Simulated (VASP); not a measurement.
A run of VASP 6.6.1 is set up as follows.

INCAR

```
SYSTEM = Ti8Ru8Au
ALGO     = Normal         ! electronic algorithm
EDIFF    = 1E-6           ! SCF threshold, eV
ENCUT    = 520            ! plane-wave cutoff, eV
GGA      = PE             ! functional
ISIF     = 2              ! what is computed and relaxed
ISMEAR   = -1             ! smearing method
LASPH    = .TRUE.         ! aspherical terms in the spheres
LCHARG   = .FALSE.        ! write CHGCAR
LREAL    = Auto         
LWAVE    = .FALSE.        ! write WAVECAR
NBANDS   = 124            ! bands
NELM     = 80             ! most SCF steps
PREC     = Accurate       ! precision mode
SIGMA    = 0.1            ! smearing width, eV
```

Contents of KPOINTS:

```
k-points
0
G
  3 3 1
  0 0 0
```

The input POSCAR:

```
Ti8Ru8Au
1.0
    6.1400000000      0.0000000000      0.0000000000
    0.0000000000      6.1400000000      0.0000000000
    0.0000000000      0.0000000000     16.6050000000
Ti Ru Au
8 8 1
Direct
    0.2484091205      0.2495118893      0.1341610358
    0.2389993485      0.2521539088      0.3214824450
    0.2483946254      0.7501208469      0.1341539898
    0.2393021173      0.7474508143      0.3214465522
    0.7477899023      0.2494252443      0.1343318278
    0.7449332248      0.2549315961      0.3228380006
    0.7477718241      0.7502527687      0.1343351400
    0.7451690554      0.7439504886      0.3228632340
    0.0000000000      0.0000000000      0.0602228245
   -0.0037643322     -0.0002685668      0.2398237880
    0.0000000000      0.5000000000      0.0602228245
   -0.0021359935      0.4997488599      0.2368434207
    0.5000000000      0.0000000000      0.0602228245
    0.4939716612     -0.0002907166      0.2409130382
    0.5000000000      0.5000000000      0.0602228245
    0.4952628664      0.4997258958      0.2392025294
    0.8742938111      0.4991153094      0.4456778079
```

Potentials or basis: VASP PAW PBE potentials, release 64 (Ti_sv, Ru_pv, Au).

Run with:

```sh
$ cat potpaw_PBE.64/Ti_sv/POTCAR potpaw_PBE.64/Ru_pv/POTCAR potpaw_PBE.64/Au/POTCAR > POTCAR
$ mpirun -np 1 vasp_std > vasp.out
```

(1) Estimate the largest force.

Answers

(1) 0.348 eV/Å.
